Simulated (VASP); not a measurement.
Runs of VASP 6.6.1 on In4Ge. The structure is that of space group Pm-3m (No. 221), or close to it. The cells are those of the table. The cell was built from a structure type or drawn by symmetry, and may not be a known phase.

| task | cell | k mesh | cutoff (eV) | gap on the mesh (eV) | pressure (GPa) | relaxed volume (Å³/atom) |
| --- | --- | --- | --- | --- | --- | --- |
| single point | a = 5.496 Å, 5 atoms | 4 × 4 × 4 | 520 | none | (a) | - |
| relaxation of cell and atoms | relaxed from a = 4.379 Å, 5 atoms | 4 × 4 × 4 | 600 | none | -0.1 | 33.31 |
| relaxation of cell and atoms | relaxed from a = 5.496 Å, 5 atoms | 8 × 8 × 8 | 600 | none | 0.0 | 32.62 |
| single point | a = 5.461 Å, 5 atoms | 8 × 8 × 8 | 520 | none | 0.0 | - |
| single point | a = 4.379 Å, 5 atoms | 4 × 4 × 4 | 520 | none | 85.7 | - |

Alike in all rows: level PBE; potentials or basis VASP PAW PBE potentials, release 64 (In_d, Ge_d); no spin polarisation; smearing gaussian 0.1 eV.

Problem. Fill in the values left out.

Solution. (a) 0.1.

Caveats: spin-orbit coupling is left out, which moves the levels of the heavy elements; the volume moved by over 15 % at a fixed basis, so the end points are rough (at least some runs); the cell stands under pressure (at least some runs).

A k mesh can miss the band edges, and the runs leave out spin-orbit coupling on Ge, In.

A gap of «none» marks levels without a gap at the run's occupations.
